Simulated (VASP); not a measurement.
# PbS (Pm-3m) in VASP: a series of runs

PbS is run at these levels: RPBE, revPBE, BLYP, PBEsol, r2SCAN; tasks: relaxation of cell and atoms, single point.

Everything below comes from runs of VASP 6.6.1. Logs are shortened: lines on timing, memory, paths and dates and some standing lists are left out, and cuts for length are marked.

### Step 1. The cell of the first run

Symmetry: Pm-3m, No. 221, cubic system. The conventional cell has a = 3.654 Å, b = 3.654 Å, c = 3.654 Å, α = 90.00°, β = 90.00°, γ = 90.00°. Pb (site symmetry m-3m) has 8 S at 3.16 Å and 6 Pb at 3.65 Å within 4.2 Å. S (site symmetry m-3m) has 8 Pb at 3.16 Å and 6 S at 3.65 Å within 4.2 Å.

### Step 2. Relaxation of cell and atoms, RPBE

INCAR

```
SYSTEM = PbS
PREC = Accurate
ENCUT = 600
EDIFF = 1E-6
ISMEAR = -1
SIGMA = 0.05
LREAL = .False.
LASPH = .True.
NELM = 60
ALGO = Normal
ISIF = 3
LWAVE = .False.
LCHARG = .False.
GGA = RP
IBRION = 2
NSW = 60
EDIFFG = -0.01
```

KPOINTS

```
regular mesh
0
Gamma
  7 7 7
  0 0 0
```

POSCAR

```
PbS
1.0
    3.6536590000      0.0000000000      0.0000000000
    0.0000000000      3.6536590000      0.0000000000
    0.0000000000      0.0000000000      3.6536590000
Pb S
1 1
Direct
    0.0000000000      0.0000000000      0.0000000000
    0.5000000000      0.5000000000      0.5000000000
```

Potentials or basis: VASP PAW PBE potentials, release 64 (Pb_d, S).

Run with:

```
$ cat potpaw_PBE.64/Pb_d/POTCAR potpaw_PBE.64/S/POTCAR > POTCAR
$ mpirun -np 1 vasp_std > vasp.out
```

OUTCAR:

```text
SYSTEM = PbS
   PREC = Accurate
   ENCUT = 600
   EDIFF = 1E-6
   ISMEAR = -1
   LREAL = .False.
   LASPH = .True.
   NELM = 60
   ISIF = 3
   GGA = RP
   IBRION = 2
   NSW = 60
   EDIFFG = -0.01

 ion  position               nearest neighbor table
   1  0.000  0.000  0.000-   2 3.16   2 3.16   2 3.16   2 3.16   2 3.16   2 3.16   2 3.16   2 3.16

   2  0.500  0.500  0.500-   1 3.16   1 3.16   1 3.16   1 3.16   1 3.16   1 3.16   1 3.16   1 3.16

  LATTYP: Found a simple cubic cell.
 ALAT       =     3.6536590000

  Lattice vectors:

 A1 = (   3.6536590000,   0.0000000000,   0.0000000000)
 A2 = (   0.0000000000,   3.6536590000,   0.0000000000)
 A3 = (   0.0000000000,   0.0000000000,   3.6536590000)

Analysis of symmetry for initial positions (statically):
=====================================================================
 Subroutine PRICEL returns:
 Original cell was already a primitive cell.

 Routine SETGRP: Setting up the symmetry group for a
 simple cubic supercell.

 Subroutine GETGRP returns: Found 48 space group operations
 (whereof 48 operations were pure point group operations)
 out of a pool of 48 trial point group operations.

The static configuration has the point symmetry O_h .

Analysis of symmetry for dynamics (positions and initial velocities):
=====================================================================
 Subroutine PRICEL returns:
 Original cell was already a primitive cell.

 Routine SETGRP: Setting up the symmetry group for a
 simple cubic supercell.

 Subroutine GETGRP returns: Found 48 space group operations
 (whereof 48 operations were pure point group operations)
 out of a pool of 48 trial point group operations.

The dynamic configuration has the point symmetry O_h .

 Subroutine INISYM returns: Found 48 space group operations
 (whereof 48 operations are pure point group operations),
 and found     1 'primitive' translations

----------------------------------------------------------------------------------------

                                     Primitive cell

  volume of cell :      48.7735

  direct lattice vectors                    reciprocal lattice vectors
     3.653659000  0.000000000  0.000000000     0.273698230  0.000000000  0.000000000
     0.000000000  3.653659000  0.000000000     0.000000000  0.273698230  0.000000000
     0.000000000  0.000000000  3.653659000     0.000000000  0.000000000  0.273698230

  length of vectors
     3.653659000  3.653659000  3.653659000     0.273698230  0.273698230  0.273698230

  position of ions in fractional coordinates (direct lattice)
     0.000000000  0.000000000  0.000000000
     0.500000000  0.500000000  0.500000000

  ion indices of the primitive-cell ions
   primitive index   ion index
                 1           1
                 2           2

----------------------------------------------------------------------------------------

 KPOINTS: regular mesh

Automatic generation of k-mesh.
 Grid dimensions read from file:
 generate k-points for:    7    7    7

 Generating k-lattice:

  Cartesian coordinates                     Fractional coordinates (reciprocal lattice)
     0.039099747  0.000000000  0.000000000     0.142857143  0.000000000  0.000000000
     0.000000000  0.039099747  0.000000000     0.000000000  0.142857143  0.000000000
     0.000000000  0.000000000  0.039099747     0.000000000  0.000000000  0.142857143

  Length of vectors
     0.039099747  0.039099747  0.039099747

  Shift w.r.t. Gamma in fractional coordinates (k-lattice)
     0.000000000  0.000000000  0.000000000

 Subroutine IBZKPT returns following result:
 ===========================================

 Found     20 irreducible k-points:

 Following reciprocal coordinates:
            Coordinates               Weight
  0.000000  0.000000  0.000000      1.000000
  0.142857  0.000000  0.000000      6.000000
  0.285714  0.000000  0.000000      6.000000
  0.428571  0.000000  0.000000      6.000000
  0.142857  0.142857  0.000000     12.000000
  0.285714  0.142857  0.000000     24.000000
[... 12 lines left out ...]
  0.428571  0.428571  0.285714     24.000000
  0.428571  0.428571  0.428571      8.000000
   k-points           NKPTS =     20   k-points in BZ     NKDIM =     20   number of bands    NBANDS=     14
   number of dos      NEDOS =    301   number of ions     NIONS =      2
   total plane-waves  NPLWV =  27000
   dimension x,y,z NGX =    30 NGY =   30 NGZ =   30
   dimension x,y,z NGXF=    60 NGYF=   60 NGZF=   60
   ions per type =               1   1
   NGX,Y,Z   is equivalent  to a cutoff of  13.65, 13.65, 13.65 a.u.
   NGXF,Y,Z  is equivalent  to a cutoff of  27.30, 27.30, 27.30 a.u.
 SYSTEM =  PbS
   PREC   = accura    normal or accurate (medium, high low for compatibility)
   ISTART =      0    job   : 0-new  1-cont  2-samecut
   ICHARG =      2    charge: 1-file 2-atom 10-const
   ISPIN  =      1    spin polarized calculation?
   LNONCOLLINEAR =      F non collinear calculations
   LSORBIT =      F    spin-orbit coupling
   LASPH  =      T    aspherical Exc in radial PAW
   ENCUT  =  600.0 eV  44.10 Ry    6.64 a.u.   7.30  7.30  7.30*2*pi/ulx,y,z
   NELM   =     60;   NELMIN=  2; NELMDL= -5     # of ELM steps
   EDIFF  = 0.1E-05   stopping-criterion for ELM
   LREAL  =      F    real-space projection
   EDIFFG = -.1E-01   stopping-criterion for IOM
   NSW    =     60    number of steps for IOM
   IBRION =      2    ionic relax: 0-MD 1-quasi-New 2-CG
   NFREE  =      1    steps in history (QN), initial steepest desc. (CG)
   ISIF   =      3    stress and relaxation
   ISYM   =      2    0-nonsym 1-usesym 2-fastsym
   POTIM  = 0.5000    time-step for ionic-motion
   TEBEG  =    0.0;   TEEND  =   0.0 temperature during run
   PSTRESS=    0.0 pullay stress
   NELECT =      20.0000    total number of electrons
   NUPDOWN=      -1.0000    fix difference up-down
   EMIN   =  10.00;   EMAX   =-10.00  energy-range for DOS
   EFERMI =   0.00;   METHOD = LEGACY
   ISMEAR =    -1;   SIGMA  =   0.05  broadening in eV -4-tet -1-fermi 0-gaus
   EFERMI_NEDOS =   21; number of points for ismear=-14 and -15
   IALGO  =     38    algorithm
   IMIX   =      4    mixing-type and parameters
     AMIX     =   0.40;   BMIX     =  1.00
     AMIX_MAG =   1.60;   BMIX_MAG =  1.00
  volume/ion in A,a.u.               =      24.39       164.57
  Fermi-wavevector in a.u.,A,eV,Ry     =   1.216252  2.298383 20.126668  1.479268
  Thomas-Fermi vector in A             =   2.351612
   LORBIT       =      0    0 simple, 1 ext, 2 COOP (PROOUT), +10 PAW based schemes
   GGA     = RP    functional components
   LHFCALC =     F    Hartree Fock is set to
   AEXX    =    0.0000 exact exchange contribution
   IVDW    =     0    specifies the selected vdW correction
   LEPSILON=     F    determine dielectric tensor
   LRPA    =     F    only Hartree local field effects (RPA)
 conjugate gradient relaxation of ions
 non-spin polarized calculation
  energy-cutoff  :      600.00
  volume of cell :       48.77
 maximum number of plane-waves:      1647
 NGX is ok and might be reduce to    30
   NGX = 15   NGY = 15   NGZ = 15

--------------------------------------- Ionic step        1  -------------------------------------------

 number of electron      19.9999998 magnetization

 Free energy of the ion-electron system (eV)
  ---------------------------------------------------
  ext. energy  EPLUGINS =         0.00000000
  ---------------------------------------------------
  free energy    TOTEN  =        -7.53896073 eV

  energy without entropy =       -7.53316814  energy(sigma->0) =       -7.53606443

 E-fermi :   6.1927     XC(G=0): -10.0407

 val. band max:        6.0859289419   @ k =   0.1429   0.1429   0.1429
 cond. band min:       6.2595797280   @ k =   0.4286   0.4286   0.4286
 fundamental gap:      0.1736507861
 Fermi energy:         6.1927392900

 k-point     1 :       0.0000    0.0000    0.0000
  band No.  band energies     occupation
      1     -10.7696      2.00000
      2     -10.7696      2.00000
      3     -10.5593      2.00000
      4     -10.5593      2.00000
      5     -10.5593      2.00000
      6      -6.8896      2.00000
      7      -0.4758      2.00000
      8       4.6459      2.00000
      9       4.6459      2.00000
     10       4.6459      2.00000
     11      11.7519      0.00000
     12      11.7519      0.00000
     13      12.7965      0.00000
     14      12.7965      0.00000

 k-point     2 :       0.1429    0.0000    0.0000
  band No.  band energies     occupation
      1     -10.7678      2.00000
      2     -10.7406      2.00000
      3     -10.5701      2.00000
      4     -10.5701      2.00000
      5     -10.5583      2.00000
      6      -6.7187      2.00000
      7      -0.8305      2.00000
      8       4.6261      2.00000
      9       4.8107      2.00000
     10       4.8107      2.00000
[... 366 lines left out ...]
 POSITION                                       TOTAL-FORCE (eV/Angst)
 -----------------------------------------------------------------------------------
      0.00000      0.00000      0.00000         0.000000      0.000000      0.000000
      1.85424      1.85424      1.85424        -0.000000      0.000000      0.000000
 -----------------------------------------------------------------------------------
    total drift:                                0.000000     -0.000000     -0.000000

  FREE ENERGIE OF THE ION-ELECTRON SYSTEM (eV)
  ---------------------------------------------------
  free  energy   TOTEN  =        -7.5504174262 eV

  energy  without entropy=       -7.5475315831  energy(sigma->0) =       -7.54897450

--------------------------------------- Ionic step        3  -------------------------------------------

 number of electron      19.9999996 magnetization

 Free energy of the ion-electron system (eV)
  ---------------------------------------------------
  ext. energy  EPLUGINS =         0.00000000
  ---------------------------------------------------
  free energy    TOTEN  =        -7.55075059 eV

  energy without entropy =       -7.54753715  energy(sigma->0) =       -7.54914387

 E-fermi :   5.7942     XC(G=0):  -9.8522

 val. band max:        5.6513005797   @ k =   0.1429   0.1429   0.1429
 cond. band min:       5.9120004358   @ k =   0.4286   0.4286   0.4286
 fundamental gap:      0.2606998561
 Fermi energy:         5.7941870514

 k-point     1 :       0.0000    0.0000    0.0000
  band No.  band energies     occupation
      1     -11.2097      2.00000
      2     -11.2097      2.00000
      3     -11.0220      2.00000
      4     -11.0220      2.00000
      5     -11.0220      2.00000
      6      -7.0524      2.00000
      7      -1.0076      2.00000
      8       4.3248      2.00000
      9       4.3248      2.00000
     10       4.3248      2.00000
     11      11.3787      0.00000
     12      11.3787      0.00000
     13      12.0931      0.00000
     14      12.0931      0.00000

 k-point     2 :       0.1429    0.0000    0.0000
  band No.  band energies     occupation
      1     -11.2082      2.00000
      2     -11.1840      2.00000
      3     -11.0313      2.00000
      4     -11.0313      2.00000
      5     -11.0211      2.00000
      6      -6.8913      2.00000
      7      -1.3171      2.00000
      8       4.2832      2.00000
      9       4.4813      2.00000
     10       4.4813      2.00000
[... 330 lines left out ...]
 POSITION                                       TOTAL-FORCE (eV/Angst)
 -----------------------------------------------------------------------------------
      0.00000      0.00000      0.00000         0.000000      0.000000      0.000000
      1.85016      1.85016      1.85016        -0.000000      0.000000      0.000000
 -----------------------------------------------------------------------------------
    total drift:                                0.000000     -0.000000     -0.000000

  FREE ENERGIE OF THE ION-ELECTRON SYSTEM (eV)
  ---------------------------------------------------
  free  energy   TOTEN  =        -7.5507505915 eV

  energy  without entropy=       -7.5475371471  energy(sigma->0) =       -7.54914387

 reached required accuracy - stopping structural energy minimisation
```

Run time: 16 s. Hardware: 1 thread of Intel Xeon 6975P-C (Granite Rapids), shared host; peak memory 0.17 GiB.

Results:

| Item | Value |
| --- | --- |
| Free energy | -7.5508 eV |
| Relaxed volume | 25.33 Å³/atom |
| Relaxed cell | a = 3.700 Å, b = 3.700 Å, c = 3.700 Å, α = 90.00°, β = 90.00°, γ = 90.00° |
| Space group after relaxing (to 0.05 Å) | Pm-3m (No. 221) |
| Energy gained by relaxing | 5.9 meV/atom |
| Ionic steps | 3 |
| Pressure after relaxing | 0.0 GPa |
| Band gap on the k mesh | 0.26 eV, indirect (least direct gap 1.37 eV) |

Step by step:
```
step  energy change (eV)  largest force (eV/Å)  pressure (GPa)  volume (Å³)
   1              0.0000                0.0000            2.04        48.77
   2             -0.0115                0.0000           -0.33        51.00
   3             -0.0118                0.0000            0.00        50.67
```

Final structure:
```cif
data_structure
_symmetry_space_group_name_H-M 'P 1'
_symmetry_Int_Tables_number 1
_cell_length_a 3.7003
_cell_length_b 3.7003
_cell_length_c 3.7003
_cell_angle_alpha 90.000
_cell_angle_beta 90.000
_cell_angle_gamma 90.000
_cell_volume 50.67
loop_
_atom_site_label
_atom_site_type_symbol
_atom_site_fract_x
_atom_site_fract_y
_atom_site_fract_z
_atom_site_occupancy
Pb1 Pb 0.00000 0.00000 0.00000 1
S1 S 0.50000 0.50000 0.50000 1
```

Caveat: the PAW data sets were made with another functional, which shifts forces and pressure a little; spin-orbit coupling is left out, which moves the levels of the heavy elements.

### Step 3. Relaxation of cell and atoms, revPBE

INCAR

```
SYSTEM = PbS
ALGO     = Normal         ! electronic algorithm
EDIFF    = 1E-6           ! SCF threshold, eV
EDIFFG   = -0.01          ! ionic threshold
ENCUT    = 600            ! plane-wave cutoff, eV
GGA      = RE             ! functional
IBRION   = 2              ! ionic algorithm
ISIF     = 3              ! what is computed and relaxed
ISMEAR   = -1             ! smearing method
LASPH    = .TRUE.         ! aspherical terms in the spheres
LCHARG   = .FALSE.        ! write CHGCAR
LREAL    = .FALSE.        ! projectors in reciprocal space
LWAVE    = .FALSE.        ! write WAVECAR
NELM     = 60             ! most SCF steps
NSW      = 60             ! ionic steps
PREC     = Accurate       ! precision mode
SIGMA    = 0.05           ! smearing width, eV
```

KPOINTS

```
k-points
0
G
  7 7 7
  0 0 0
```

POSCAR is that of step 2.

Potentials or basis: VASP PAW PBE potentials, release 64 (Pb_d, S).

Run with:

```
$ cat potpaw_PBE.64/Pb_d/POTCAR potpaw_PBE.64/S/POTCAR > POTCAR
$ mpirun -np 1 vasp_std > vasp.out
```

Wall time 16 s (1 thread of Intel Xeon 6975P-C (Granite Rapids), shared host); peak memory 0.17 GiB.

Results (log left out):

```yaml
Free_energy: -7.6384 eV
Relaxed_volume: 25.06 Å³/atom
Relaxed_cell: a = 3.687 Å, b = 3.687 Å, c = 3.687 Å, α = 90.00°, β = 90.00°, γ = 90.00°
Space_group_after_relaxing_to_0.05_Å: Pm-3m (No. 221)
Energy_gained_by_relaxing: 3.1 meV/atom
Ionic_steps: 3
Pressure_after_relaxing: 0.0 GPa
Band_gap_on_the_k_mesh: 0.22 eV, indirect (least direct gap 1.39 eV)
```

Step by step:
| step | energy change (eV) | largest force (eV/Å) | pressure (GPa) | volume (Å³) |
| --- | --- | --- | --- | --- |
| 1 | 0.0000 | 0.0000 | 1.47 | 48.77 |
| 2 | -0.0059 | 0.0000 | -0.25 | 50.38 |
| 3 | -0.0061 | 0.0000 | 0.01 | 50.13 |

Final structure:
```
Pb S
1.0
     3.68714    0.00000    0.00000
     0.00000    3.68714    0.00000
     0.00000    0.00000    3.68714
Pb S
1 1
Direct
  0.00000 0.00000 0.00000
  0.50000 0.50000 0.50000
```

Levels at points of the mesh, in eV from the valence-band top:
| k point | band 8 | band 9 | band 10 | band 11 | band 12 | band 13 |
| --- | --- | --- | --- | --- | --- | --- |
| (0.00, 0.00, 0.00) | -1.36 | -1.36 | -1.36 | 5.70 | 5.70 | 6.50 |

Caveat: the PAW data sets were made with another functional, which shifts forces and pressure a little; spin-orbit coupling is left out, which moves the levels of the heavy elements. A k mesh can miss the band edges.

### Step 4. Relaxation of cell and atoms, BLYP

INCAR

```
PREC = Accurate
ENCUT = 600
EDIFF = 1E-6
ISMEAR = -1
SIGMA = 0.05
LREAL = False
LASPH = True
NELM = 80
ALGO = Normal
ISIF = 3
LWAVE = False
LCHARG = False
GGA = B5
ALDAX = 1.0
AGGAX = 1.0
AGGAC = 1.0
ALDAC = 0.0
IBRION = 2
NSW = 60
EDIFFG = -0.01
```

KPOINTS

```
regular mesh
0
Gamma
  7 7 7
```

POSCAR is that of step 3.

Run with:

```
$ cat potpaw_PBE.64/Pb_d/POTCAR potpaw_PBE.64/S/POTCAR > POTCAR
$ mpirun -np 1 vasp_std > vasp.out
```

Run time: 34 s. Hardware: 1 thread of Intel Xeon 6975P-C (Granite Rapids), shared host; peak memory 0.18 GiB.

Results (log left out):

```
Free energy                            : -7.1067 eV
Relaxed volume                         : 26.38 Å³/atom
Relaxed cell                           : a = 3.751 Å, b = 3.751 Å, c = 3.751 Å, α = 90.00°, β = 90.00°, γ = 90.00°
Space group after relaxing (to 0.05 Å) : Pm-3m (No. 221)
Energy gained by relaxing              : 26.4 meV/atom
Ionic steps                            : 3
Pressure after relaxing                : 0.0 GPa
Band gap on the k mesh                 : 0.35 eV, indirect (least direct gap 1.21 eV)
```

The path:
```
step  energy change (eV)  largest force (eV/Å)  pressure (GPa)  volume (Å³)
   1              0.0000                0.0000            4.50        48.77
   2             -0.0501                0.0000           -0.88        53.77
   3             -0.0529                0.0000            0.02        52.77
```

Final structure:
```
CELL_PARAMETERS angstrom
3.75082 0.00000 0.00000
0.00000 3.75082 0.00000
0.00000 0.00000 3.75082
ATOMIC_POSITIONS crystal
Pb 0.00000 0.00000 0.00000
S 0.50000 0.50000 0.50000
```

Levels at points of the mesh, in eV from the valence-band top:
```tsv
k point	band 8	band 9	band 10	band 11	band 12	band 13
(0.00, 0.00, 0.00)	-1.20	-1.20	-1.20	5.98	5.98	6.06
```

Caveat: the PAW data sets were made with another functional, which shifts forces and pressure a little; spin-orbit coupling is left out, which moves the levels of the heavy elements. A k mesh can miss the band edges.

### Step 5. Single point, PBEsol, non-collinear spin, zero start, spin-orbit coupling

INCAR

```
SYSTEM = PbS
PREC = Accurate ; ENCUT = 520
EDIFF = 1E-7 ; ISMEAR = -1
SIGMA = 0.05 ; LREAL = .False.
LASPH = .True. ; NELM = 150
ALGO = Normal ; ISIF = 2
LWAVE = .False. ; LCHARG = .True.
LNONCOLLINEAR = .True. ; MAGMOM = 0 0 0 0 0 0
LORBIT = 11 ; LSORBIT = .True.
GGA_COMPAT = .False. ; LORBMOM = .True.
GGA = PS ; LVHAR = .True.
NBANDS = 32
```

KPOINTS

```
Automatic mesh
0
Gamma
  5 5 5
  0 0 0
```

POSCAR is that of step 4.

Run with:

```
$ cat potpaw_PBE.64/Pb_d/POTCAR potpaw_PBE.64/S/POTCAR > POTCAR
$ mpirun -np 1 vasp_ncl > vasp.out
```

Wall time 22 s (1 thread of Intel Xeon 6975P-C (Granite Rapids), shared host); peak memory 0.25 GiB.

Results (log left out):

| Quantity | Value |
| --- | --- |
| Free energy | -9.3850 eV |
| Pressure | -4.1 GPa |
| Net moment | 0.00 μB per cell |
| Valence electrons inside the program's atomic spheres | Pb 11.80; S 3.62 |

Moments on the atoms (μB; x, y, z):
```
Pb  0.00 0.00 0.00
S   0.00 0.00 0.00
```

Caveat: the PAW data sets were made with another functional, which shifts forces and pressure a little.

[end of part 1 of 2]
